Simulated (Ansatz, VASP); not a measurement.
# Two plane-wave programs on ScAl3

Contents of INCAR:

```
PREC     = Accurate       # precision mode
ENCUT    = 520            # plane-wave cutoff, eV
EDIFF    = 1E-7           # SCF threshold, eV
ISMEAR   = -1             # smearing method
SIGMA    = 0.1            # smearing width, eV
LREAL    = False          # projectors in reciprocal space
LASPH    = True           # aspherical terms in the spheres
NELM     = 100            # most SCF steps
ALGO     = Normal         # electronic algorithm
ISIF     = 2              # what is computed and relaxed
LWAVE    = False          # write WAVECAR
LCHARG   = True           # write CHGCAR
GGA      = PS             # functional
IVDW     = 12             # dispersion correction
LELF     = True           # ELF
LVHAR    = True         
NBANDS   = 18             # bands
```

KPOINTS

```
regular mesh
0
Gamma
  6 6 6
```

File POSCAR:

```
ScAl3
1.0
    4.0534540565      0.0000000000      0.0000000000
    0.0000000000      4.0534540565      0.0000000000
    0.0000000000      0.0000000000      4.0534540565
Sc Al
1 3
Direct
    0.0000000000      0.0000000000      0.0000000000
    0.5000000000      0.0000000000      0.5000000000
    0.0000000000      0.5000000000      0.5000000000
    0.5000000000      0.5000000000      0.0000000000
```

Input for Ansatz:

```yaml
crystal:
  lattice:
    - [4.053454056524925, 0.0, 0.0]
    - [0.0, 4.053454056524925, 0.0]
    - [0.0, 0.0, 4.053454056524925]
  atoms:
    - { symbol: Sc, position: [0.0, 0.0, 0.0] }
    - { symbol: Al, position: [0.5, 0.0, 0.5] }
    - { symbol: Al, position: [0.0, 0.5, 0.5] }
    - { symbol: Al, position: [0.5, 0.5, 0.0] }
basis:
  ecutwfc: 500.0
kpoints:
  mp_grid:
    grid: [6, 6, 6]
hamiltonian:
  xc: pbesol
  dispersion: d3bj
scf:
  occupations:
    method: fermi_dirac
output:
  stress: true
```

Alike in both runs: task single point; functional PBEsol; dispersion D3(BJ); k mesh 6 × 6 × 6; no spin polarisation.

```csv
,VASP,Ansatz
version,VASP 6.6.1,Ansatz 0.2.0
potentials or method,"VASP PAW PBE potentials, release 64 (Sc_sv, Al), cutoff 520 eV","plane waves, PAW"
occupations,"fermi-dirac, width 0.1 eV",fermi-dirac
valence electrons in the cell,20,20
```

Ansatz gave:

* pressure (GPa): -2.4

Question: Estimate VASP's values.

Answer: Pressure (GPa): -2.3.

VASP's potentials were made for PBE, not for PBEsol.
